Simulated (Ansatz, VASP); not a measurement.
## Two plane-wave programs on CsTlH4

```
CELL_PARAMETERS angstrom
4.05834 0.00000 0.00000
0.00000 4.05834 0.00000
0.00000 0.00000 6.46871
ATOMIC_POSITIONS crystal
Cs 0.50000 0.50000 0.50000
Tl 0.00000 0.00000 0.00000
H 0.50000 0.00000 0.15587
H 0.00000 0.50000 0.84413
H 0.50000 0.00000 0.84413
H 0.00000 0.50000 0.15587
```

Alike in both runs: functional PBE; k mesh 4 × 4 × 4; occupations gaussian, width 0.1 eV; no spin polarisation.

Ansatz relaxed the structure, and its values are those at the end. VASP's run is a single point on that final structure, the one shown.

|  | VASP | Ansatz |
| --- | --- | --- |
| version | VASP 6.6.1 | Ansatz 0.2.0 |
| potentials or method | VASP PAW PBE potentials, release 64 (Cs_sv, Tl_d, H), cutoff 520 eV | scalar-relativistic, plane waves, PAW |
| valence electrons in the cell | 26 | 26 |

Ansatz gave:

| Property | Result |
| --- | --- |
| gap on the k mesh at the Fermi level (eV) | none |
| pressure (GPa) | 0.0 |
| rms of the force components (eV/Å) | 0.003 |

Problem. What did VASP give for the same quantities?

Solution. gap on the k mesh at the Fermi level (eV): none; pressure (GPa): -0.1; rms of the force components (eV/Å): 0.005.

A gap of «none» marks a metal or a gap that the smearing closes. With one functional, cell and mesh, what is left measures potentials, basis and numerics.

The k mesh is coarse, so the values compare programs but aren't converged. Spin-orbit coupling is off throughout.
